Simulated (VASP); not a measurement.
# Sb2As2C (I4/mmm) in VASP: single point with PBE

Aim: the single point of Sb2As2C with PBE.

All numbers are computed with VASP 6.6.1; they aren't measurements. Logs are shortened: lines on timing, memory, paths and dates and some standing lists are left out, and cuts for length are marked.

## Step 1: The cell of the first run

Symmetry: I4/mmm, No. 139, tetragonal system. Conventional cell: a = 3.718 Å, b = 3.718 Å, c = 15.759 Å, α = 90.00°, β = 90.00°, γ = 90.00°. Sb (site symmetry -4m2) has 4 As at 2.43 Å and 4 Sb at 2.63 Å within 3.2 Å. Within 3.2 Å of As (site symmetry 4mm) lie 4 Sb at 2.43 Å. Within 4.7 Å of C (site symmetry 4/mmm) lie 8 As at 3.54 Å and 4 C at 3.72 Å and 8 Sb at 4.36 Å.

The cell was built from a structure type or drawn by symmetry, and may not be a known phase.

## Step 2: Single point, PBE

Contents of INCAR:

```
SYSTEM = Sb2As2C
ALGO = Normal
EDIFF = 1E-7
ENCUT = 520
GGA = PE
ISIF = 2
ISMEAR = 0
LASPH = .True.
LCHARG = .False.
LREAL = .False.
LWAVE = .False.
NBANDS = 20
NELM = 100
PREC = Accurate
SIGMA = 0.1
```

Contents of KPOINTS:

```
k-points
0
Gamma
  6 6 6
  0 0 0
```

Contents of POSCAR:

```
Sb2As2C
1.0
   -1.8587781500      1.8587781500      7.8797082600
    1.8587781500     -1.8587781500      7.8797082600
    1.8587781500      1.8587781500     -7.8797082600
Sb As C
2 2 1
Direct
    0.7500000000      0.2500000000      0.5000000000
    0.2500000000      0.7500000000      0.5000000000
    0.3495252100      0.3495252100      0.0000000000
    0.6504747900      0.6504747900      0.0000000000
    0.0000000000      0.0000000000      0.0000000000
```

Potentials or basis: VASP PAW PBE potentials, release 64 (Sb, As, C).

On the command line:

```bash
$ cat potpaw_PBE.64/Sb/POTCAR potpaw_PBE.64/As/POTCAR potpaw_PBE.64/C/POTCAR > POTCAR
$ mpirun -np 1 vasp_std > vasp.out
```

OUTCAR:

```text
SYSTEM = Sb2As2C
   EDIFF = 1E-7
   ENCUT = 520
   GGA = PE
   ISIF = 2
   ISMEAR = 0
   LASPH = .True.
   LREAL = .False.
   NELM = 100
   PREC = Accurate

 ion  position               nearest neighbor table
   1  0.750  0.250  0.500-   3 2.43   4 2.43   3 2.43   4 2.43   2 2.63   2 2.63   2 2.63   2 2.63

   2  0.250  0.750  0.500-   3 2.43   4 2.43   3 2.43   4 2.43   1 2.63   1 2.63   1 2.63   1 2.63

   3  0.350  0.350  0.000-   2 2.43   1 2.43   1 2.43   2 2.43
   4  0.650  0.650  0.000-   2 2.43   1 2.43   1 2.43   2 2.43
   5  0.000  0.000  0.000-

  LATTYP: Found a body centered tetragonal cell.
 ALAT       =     3.7175563000
 C/A-ratio  =     4.2391870488

  Lattice vectors:

 A1 = (  -1.8587781500,   1.8587781500,   7.8797082600)
 A2 = (   1.8587781500,  -1.8587781500,   7.8797082600)
 A3 = (   1.8587781500,   1.8587781500,  -7.8797082600)

Analysis of symmetry for initial positions (statically):
=====================================================================
 Subroutine PRICEL returns:
 Original cell was already a primitive cell.

 Routine SETGRP: Setting up the symmetry group for a
 body centered tetragonal supercell.

 Subroutine GETGRP returns: Found 16 space group operations
 (whereof 16 operations were pure point group operations)
 out of a pool of 16 trial point group operations.

The static configuration has the point symmetry D_4h.

Analysis of symmetry for dynamics (positions and initial velocities):
=====================================================================
 Subroutine PRICEL returns:
 Original cell was already a primitive cell.

 Routine SETGRP: Setting up the symmetry group for a
 body centered tetragonal supercell.

 Subroutine GETGRP returns: Found 16 space group operations
 (whereof 16 operations were pure point group operations)
 out of a pool of 16 trial point group operations.

The dynamic configuration has the point symmetry D_4h.

 Subroutine INISYM returns: Found 16 space group operations
 (whereof 16 operations are pure point group operations),
 and found     1 'primitive' translations

----------------------------------------------------------------------------------------

                                     Primitive cell

  volume of cell :     108.8993

  direct lattice vectors                    reciprocal lattice vectors
    -1.858778150  1.858778150  7.879708260     0.000000000  0.268993909  0.063454126
     1.858778150 -1.858778150  7.879708260     0.268993909  0.000000000  0.063454126
     1.858778150  1.858778150 -7.879708260     0.268993909  0.268993909  0.000000000

  length of vectors
     8.306618728  8.306618728  8.306618728     0.276376824  0.276376824  0.380414834

  position of ions in fractional coordinates (direct lattice)
     0.750000000  0.250000000  0.500000000
     0.250000000  0.750000000  0.500000000
     0.349525210  0.349525210  0.000000000
     0.650474790  0.650474790  0.000000000
     0.000000000  0.000000000  0.000000000

  ion indices of the primitive-cell ions
   primitive index   ion index
                 1           1
                 2           2
                 3           3
                 4           4
                 5           5

----------------------------------------------------------------------------------------

 KPOINTS: k-points

Automatic generation of k-mesh.
 Grid dimensions read from file:
 generate k-points for:    6    6    6

 Generating k-lattice:

  Cartesian coordinates                     Fractional coordinates (reciprocal lattice)
     0.000000000  0.044832318  0.010575688     0.166666667  0.000000000  0.000000000
     0.044832318  0.000000000  0.010575688     0.000000000  0.166666667  0.000000000
     0.044832318  0.044832318  0.000000000     0.000000000  0.000000000  0.166666667

  Length of vectors
     0.046062804  0.046062804  0.063402472

  Shift w.r.t. Gamma in fractional coordinates (k-lattice)
     0.000000000  0.000000000  0.000000000

 Subroutine IBZKPT returns following result:
 ===========================================

 Found     30 irreducible k-points:

 Following reciprocal coordinates:
            Coordinates               Weight
  0.000000  0.000000  0.000000      1.000000
  0.166667 -0.000000  0.000000      8.000000
  0.333333 -0.000000  0.000000      8.000000
  0.500000  0.000000  0.000000      4.000000
  0.166667  0.166667  0.000000      8.000000
  0.333333  0.166667  0.000000     16.000000
[... 16 lines left out ...]
 -0.333333 -0.333333  0.166667      8.000000
 -0.166667 -0.333333  0.166667      8.000000
 [... further k-points ...]
   k-points           NKPTS =     30   k-points in BZ     NKDIM =     30   number of bands    NBANDS=     20
   number of dos      NEDOS =    301   number of ions     NIONS =      5
   total plane-waves  NPLWV = 262144
   dimension x,y,z NGX =    64 NGY =   64 NGZ =   64
   dimension x,y,z NGXF=   128 NGYF=  128 NGZF=  128
   ions per type =               2   2   1
   NGX,Y,Z   is equivalent  to a cutoff of  12.81, 12.81, 12.81 a.u.
   NGXF,Y,Z  is equivalent  to a cutoff of  25.62, 25.62, 25.62 a.u.
 SYSTEM =  Sb2As2C
   PREC   = accura    normal or accurate (medium, high low for compatibility)
   ISTART =      0    job   : 0-new  1-cont  2-samecut
   ICHARG =      2    charge: 1-file 2-atom 10-const
   ISPIN  =      1    spin polarized calculation?
   LNONCOLLINEAR =      F non collinear calculations
   LSORBIT =      F    spin-orbit coupling
   LASPH  =      T    aspherical Exc in radial PAW
   ENCUT  =  520.0 eV  38.22 Ry    6.18 a.u.  15.44 15.44 15.44*2*pi/ulx,y,z
   NELM   =    100;   NELMIN=  2; NELMDL= -5     # of ELM steps
   EDIFF  = 0.1E-06   stopping-criterion for ELM
   LREAL  =      F    real-space projection
   EDIFFG = 0.1E-05   stopping-criterion for IOM
   NSW    =      0    number of steps for IOM
   IBRION =     -1    ionic relax: 0-MD 1-quasi-New 2-CG
   NFREE  =      0    steps in history (QN), initial steepest desc. (CG)
   ISIF   =      2    stress and relaxation
   ISYM   =      2    0-nonsym 1-usesym 2-fastsym
   POTIM  = 0.5000    time-step for ionic-motion
   TEBEG  =    0.0;   TEEND  =   0.0 temperature during run
   PSTRESS=    0.0 pullay stress
   NELECT =      24.0000    total number of electrons
   NUPDOWN=      -1.0000    fix difference up-down
   EMIN   =  10.00;   EMAX   =-10.00  energy-range for DOS
   EFERMI =   0.00;   METHOD = LEGACY
   ISMEAR =     0;   SIGMA  =   0.10  broadening in eV -4-tet -1-fermi 0-gaus
   EFERMI_NEDOS =   21; number of points for ismear=-14 and -15
   IALGO  =     38    algorithm
   IMIX   =      4    mixing-type and parameters
     AMIX     =   0.40;   BMIX     =  1.00
     AMIX_MAG =   1.60;   BMIX_MAG =  1.00
  volume/ion in A,a.u.               =      21.78       146.98
  Fermi-wavevector in a.u.,A,eV,Ry     =   0.988865  1.868683 13.304500  0.977853
  Thomas-Fermi vector in A             =   2.120422
   LORBIT       =      0    0 simple, 1 ext, 2 COOP (PROOUT), +10 PAW based schemes
   GGA     = PE    functional components
   LHFCALC =     F    Hartree Fock is set to
   AEXX    =    0.0000 exact exchange contribution
   IVDW    =     0    specifies the selected vdW correction
   LEPSILON=     F    determine dielectric tensor
   LRPA    =     F    only Hartree local field effects (RPA)
 non-spin polarized calculation
 Gauss-broadening in eV      SIGMA  =   0.10
  energy-cutoff  :      520.00
  volume of cell :      108.90
 maximum number of plane-waves:      2956
 NGX is ok and might be reduce to    64
   NGX = 31   NGY = 31   NGZ = 31

 number of electron      24.0000001 magnetization

 Free energy of the ion-electron system (eV)
  ---------------------------------------------------
  ext. energy  EPLUGINS =         0.00000000
  ---------------------------------------------------
  free energy    TOTEN  =        -7.95944892 eV

  energy without entropy =       -7.94512097  energy(sigma->0) =       -7.95228494

 E-fermi :   6.6520     XC(G=0):  -9.6155

 val. band max:        6.6373491580   @ k =   0.5000   0.0000   0.0000
 cond. band min:       6.6554791200   @ k =  -0.1667   0.1667   0.1667
 fundamental gap:      0.0181299621
 Fermi energy:         6.6520283364

 k-point     1 :       0.0000    0.0000    0.0000
  band No.  band energies     occupation
      1     -12.3079      2.00000
      2      -7.5683      2.00000
      3      -2.5221      2.00000
      4      -1.1195      2.00000
      5      -1.1195      2.00000
      6      -0.8078      2.00000
[... 12 lines left out ...]
     19      11.1290      0.00000
     20      11.6363      0.00000

 k-point     2 :       0.1667   -0.0000    0.0000
  band No.  band energies     occupation
      1     -11.9999      2.00000
      2      -7.5111      2.00000
      3      -3.1861      2.00000
      4      -2.3728      2.00000
      5      -1.0742      2.00000
      6      -0.7471      2.00000
[... 12 lines left out ...]
     19       9.8209      0.00000
     20      10.7127      0.00000

 k-point     3 :       0.3333   -0.0000    0.0000
  band No.  band energies     occupation
      1     -11.0870      2.00000
      2      -8.0473      2.00000
      3      -4.5353      2.00000
      4      -2.4351      2.00000
      5      -1.7407      2.00000
      6       0.3134      2.00000
[... 12 lines left out ...]
     19       9.8395      0.00000
     20      10.5581      0.00000

 k-point     4 :       0.5000    0.0000    0.0000
  band No.  band energies     occupation
      1      -9.6387      2.00000
      2      -9.6372      2.00000
      3      -3.7983      2.00000
      4      -3.7960      2.00000
      5      -1.6268      2.00000
      6       1.8050      2.00000
[... 429 lines left out ...]
 k-point    23 :      -0.3333   -0.3333    0.1667
  band No.  band energies     occupation
      1     -11.6902      2.00000
      2      -7.4210      2.00000
      3      -3.4845      2.00000
      4      -2.2915      2.00000
      5      -1.8341      2.00000
      6      -1.3858      2.00000
[... 12 lines left out ...]
     19       8.8639      0.00000
     20      12.3761      0.00000

 k-point    24 :      -0.1667   -0.3333    0.1667
  band No.  band energies     occupation
      1     -11.9993      2.00000
      2      -7.5188      2.00000
      3      -3.2036      2.00000
      4      -2.2017      2.00000
      5      -1.2432      2.00000
      6      -0.7478      2.00000
[... 12 lines left out ...]
     19       9.7882      0.00000
     20      10.7825      0.00000

 [... further k-points ...]

------------------------ aborting loop because EDIFF is reached ----------------------------------------

  FORCE on cell =-STRESS in cart. coord.  units (eV):
  Direction    XX          YY          ZZ          XY          YZ          ZX
  --------------------------------------------------------------------------------------
  -------------------------------------------------------------------------------------
  Total       43.9839396     43.9839396     22.5579165      0.0000000      0.0000000      0.0000000
  in kB      647.1120118    647.1120118    331.8824747      0.0000000      0.0000000      0.0000000
  external PRESSURE =     542.0354995 kB  Pullay stress =       0.0000000 kB

 VOLUME and BASIS-vectors are now :
 -----------------------------------------------------------------------------
  energy-cutoff  :      520.00
  volume of cell :      108.90
      direct lattice vectors                 reciprocal lattice vectors
    -1.858778150  1.858778150  7.879708260     0.000000000  0.268993909  0.063454126
     1.858778150 -1.858778150  7.879708260     0.268993909  0.000000000  0.063454126
     1.858778150  1.858778150 -7.879708260     0.268993909  0.268993909  0.000000000

 POSITION                                       TOTAL-FORCE (eV/Angst)
 -----------------------------------------------------------------------------------
      0.00000      1.85878      3.93985         0.000000      0.000000      0.000000
      1.85878      0.00000      3.93985         0.000000      0.000000      0.000000
      0.00000      0.00000      5.50831        -0.000000     -0.000000      9.525461
      0.00000      0.00000     10.25110         0.000000      0.000000     -9.525461
      0.00000      0.00000      0.00000         0.000000      0.000000      0.000000
 -----------------------------------------------------------------------------------
    total drift:                               -0.000000     -0.000000     -0.000000

  FREE ENERGIE OF THE ION-ELECTRON SYSTEM (eV)
  ---------------------------------------------------
  free  energy   TOTEN  =        -7.9594489155 eV

  energy  without entropy=       -7.9451209672  energy(sigma->0) =       -7.95228494
```

Run time: 7.4 min. Hardware: 1 thread of AMD EPYC 7R13 (Zen 3), shared host; peak memory 0.54 GiB.

What came out:

| Quantity | Value |
| --- | --- |
| Free energy | -7.9594 eV |
| Pressure | 54.2 GPa |
| Largest force | 9.525 eV/Å |
| Band gap on the k mesh | zero (bands 12 and 13 overlap by 0.45 eV) |

Forces in eV/Å, atoms in the order of the input:
```
Sb   0.000  0.000  0.000
Sb   0.000  0.000  0.000
As   0.000  0.000  9.525
As   0.000  0.000 -9.525
C    0.000  0.000  0.000
```

Levels at points of the mesh, in eV from the Fermi level:
```tsv
k point	band 10	band 11	band 12	band 13	band 14	band 15
(0.00, 0.00, 0.00)	-2.50	-2.20	-0.14	0.27	0.54	0.79
(0.50, 0.00, 0.00)	-2.13	-1.95	-0.69	-0.01	0.87	1.54
(0.50, 0.50, 0.00)	-1.17	-0.59	-0.51	-0.27	0.28	0.74
(0.50, 0.50, 0.50)	-2.46	-2.24	-1.00	-0.13	0.55	0.55
```

Caveat: the cell stands under pressure; spin-orbit coupling is left out, which moves the levels of the heavy elements; forces of over 1 eV/Å act on the atoms, so gaps and moduli don't describe the material at rest.
